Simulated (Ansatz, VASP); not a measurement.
MgS: VASP beside Ansatz

```xyz
2
Lattice="0.0000 2.6277 2.6016 2.6277 0.0000 2.6016 2.6277 2.6277 0.0000" Properties=species:S:1:pos:R:3 pbc="T T T"
Mg    0.0000    0.0000    0.0000
S     2.6277    2.6277    2.6016
```

Change from the starting cell: equal xx and yy strain of +1 %.

Alike in both runs: task single point; functional LDA; k mesh 8 × 8 × 8; occupations fermi-dirac, width 0.01 eV; no spin polarisation.

|  | VASP | Ansatz |
| --- | --- | --- |
| version | VASP 6.6.1 | Ansatz 0.2.0 |
| potentials or method | VASP PAW LDA potentials, release 64 (Mg, S), cutoff 520 eV | all-electron LAPW, scalar-relativistic |

```csv
,VASP,Ansatz,Ansatz less VASP
gap on the k mesh at the Fermi level (eV),2.47,2.47,+0.005
pressure (GPa),-5.1,-4.6,+0.58
"traceless stress, the component that is largest in VASP (GPa)",0.57,0.57,+0.003
```

LDA's correlation is that of Perdew and Zunger in VASP and of Perdew and Wang (1992) in Ansatz. Ansatz ran all-electron here, and VASP with PAW potentials.
